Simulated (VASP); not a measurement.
Write the native input for VASP 6.6.1 that does the following.

```
Task                   : single point
Functional             : PBEsol
Potentials or basis    : VASP PAW PBE potentials, release 64 (Cr_pv, O)
Cutoff                 : 520 eV
k mesh                 : 6 × 6 × 9
Occupations            : fermi-dirac, width 0.05 eV
Spin                   : collinear spin, ferromagnetic start
Starting moments       : [3.0, 3.0, 0.0, 0.0, 0.0, 0.0] μB
Dipole correction      : no
Further INCAR settings : ALGO = Normal; EDIFF = 1e-06; NBANDS = 37
```

The structure of CrO2 lies in POSCAR:

```
CrO2
1.0
    4.3330535979      0.0000000000      0.0000000000
    0.0000000000      4.3330535979      0.0000000000
    0.0000000000      0.0000000000      2.8630399594
Cr O
2 4
Direct
    0.5000000000      0.5000000000      0.5000000000
    0.0000000000      0.0000000000      0.0000000000
    0.8026027985      0.1973972015      0.5000000000
    0.6973972015      0.6973972015      0.0000000000
    0.1973972015      0.8026027985      0.5000000000
    0.3026027985      0.3026027985      0.0000000000
```

One way to write it, as run:

INCAR

```
SYSTEM = CrO2
ALGO = Normal
EDIFF = 1E-6
ENCUT = 520
GGA = PS
ISIF = 2
ISMEAR = -1
ISPIN = 2
LASPH = .True.
LCHARG = .False.
LMAXMIX = 4
LORBIT = 11
LREAL = .False.
LWAVE = .False.
MAGMOM = 3 3 0 0 0 0
NBANDS = 37
NELM = 150
PREC = Accurate
SIGMA = 0.05
```

KPOINTS

```
k-points
0
Gamma
  6 6 9
  0 0 0
```

Potentials or basis: VASP PAW PBE potentials, release 64 (Cr_pv, O).

Run with:

```bash
$ cat potpaw_PBE.64/Cr_pv/POTCAR potpaw_PBE.64/O/POTCAR > POTCAR
$ mpirun -np 1 vasp_std > vasp.out
```

Results of the run:

```json
{
  "Pressure": "10.6 GPa",
  "Largest force": "0.018 eV/Å",
  "Band gap on the k mesh": "zero (filled and empty bands overlap)",
  "Net moment": "4.00 μB per cell",
  "Site moments": "Cr +2.04; O -0.05 μB",
  "Valence electrons inside the program's atomic spheres": "Cr 11.05; O 5.05"
}
```

Caveat: the cell stands under pressure; the PAW data sets were made with another functional, which shifts forces and pressure a little; semilocal functionals often make such compounds metallic where correlation or magnetic order opens a gap, which also shifts bond lengths; the run started ferromagnetic, and an antiferromagnetic order may lie lower in energy.

Run time: 2 min on 1 thread of Intel(R) Xeon(R) Platinum 8375C CPU @ 2.90GHz (Ice Lake) (shared host), peak memory 0.27 GiB.
